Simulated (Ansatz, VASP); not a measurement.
# Two plane-wave programs on Co

INCAR

```
PREC = Accurate
ENCUT = 520
EDIFF = 1E-6
ISMEAR = -1
SIGMA = 0.05
LREAL = F
LASPH = T
NELM = 150
ALGO = Normal
ISIF = 2
LWAVE = F
LCHARG = T
ISPIN = 2
MAGMOM = 1.558 1.558
LORBIT = 11
LMAXMIX = 4
GGA = CA
LELF = T
LVHAR = T
NBANDS = 20
```

Contents of KPOINTS:

```
Automatic mesh
0
Gamma
  15 15 8
```

POSCAR

```
Co
1.0
    2.4273810165      0.0000000000      0.0000000000
   -1.2136905082      2.1021736250      0.0000000000
    0.0000000000      0.0000000000      3.9230481332
Co
2
Direct
    0.3333333333      0.6666666667      0.2500000000
    0.6666666667      0.3333333333      0.7500000000
```

Input for Ansatz:

```yaml
crystal:
  lattice:
    - [2.4273810165, 0.0, 0.0]
    - [-1.2136905082, 2.102173625, 0.0]
    - [0.0, 0.0, 3.9230481332]
  atoms:
    - { symbol: Co, position: [0.3333333333, 0.6666666667, 0.25], spin: 1.558 }
    - { symbol: Co, position: [0.6666666667, 0.3333333333, 0.75], spin: 1.558 }
hamiltonian:
  xc: lda
  pseudopotentials:
    kind: paw
    azcp:
      Co: "pseudopotentials/Co.paw.azcp"
basis:
  ecutwfc: 420
  fft_grid_basis: typed
kpoints:
  mp_grid: { grid: [15, 15, 8], shift: [0, 0, 0] }
magnetization:
  spin_polarized: true
scf:
  occupations: { method: fermi_dirac, width: 0.05 }
  lower_state_search: "off"
output:
  stress: true
```

Alike in both runs: task single point; functional LDA; k mesh 15 × 15 × 8; occupations fermi-dirac, width 0.05 eV; collinear spin.

|  | VASP | Ansatz |
| --- | --- | --- |
| version | VASP 6.6.1 | Ansatz 0.2.0 |
| potentials or method | VASP PAW LDA potentials, release 64 (Co), cutoff 520 eV | plane waves (420 eV) with PAW, scalar-relativistic |
| valence electrons in the cell | 18 | 34 |

```tsv
	VASP	Ansatz	Ansatz less VASP
pressure (GPa)	-1.1	0.2	+1.30
traceless stress, the component that is largest in VASP (GPa)	-0.65	-0.62	+0.036
net moment per atom (μB)	1.49	1.52	+0.031
size of the moment on the site where the two differ most (μB)	1.48	1.56	+0.081
```

Ansatz warns that its potentials were made for another functional, while VASP's fit it. LDA's correlation is that of Perdew and Zunger in VASP and of Perdew and Wang (1992) in Ansatz. Site moments also hang on the region over which each program counts them. VASP's potentials hold 18 valence electrons a cell and Ansatz's 34, so a difference there can come from the potentials and not from the codes.
